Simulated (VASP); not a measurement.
Input of a VASP 6.6.1 run:

INCAR

```
SYSTEM = LiBiSe2
ALGO = Normal
EDIFF = 1E-6
ENCUT = 520
GGA = PE
ISIF = 2
ISMEAR = 0
LASPH = .True.
LCHARG = .False.
LREAL = .False.
LWAVE = .False.
NBANDS = 23
NELM = 60
PREC = Accurate
SIGMA = 0.01
```

File KPOINTS:

```
k-points
0
Gamma
  6 6 6
  0 0 0
```

POSCAR

```
LiBiSe2
1.0
    2.1104454488      1.2184662480      6.7516372174
   -2.1104454488      1.2184662480      6.7516372174
    0.0000000000     -2.4369324959      6.7516372174
Li Bi Se
1 1 2
Direct
    1.0000000000      0.0000000000      0.0000000000
    0.5000000000      0.5000000000      0.5000000000
    0.2550503263      0.2550503263      0.2550503263
    0.7449496737      0.7449496737      0.7449496737
```

Potentials or basis: VASP PAW PBE potentials, release 64 (Li_sv, Bi_d, Se).

The run is started by

```bash
$ cat potpaw_PBE.64/Li_sv/POTCAR potpaw_PBE.64/Bi_d/POTCAR potpaw_PBE.64/Se/POTCAR > POTCAR
$ mpirun -np 1 vasp_std > vasp.out
```

(1) Estimate the band gap on the k mesh.

(2) Estimate the largest force.

Results:

(1) 0.98 eV.

(2) 0.275 eV/Å.

Caveat: spin-orbit coupling is left out, which moves the levels of the heavy elements.
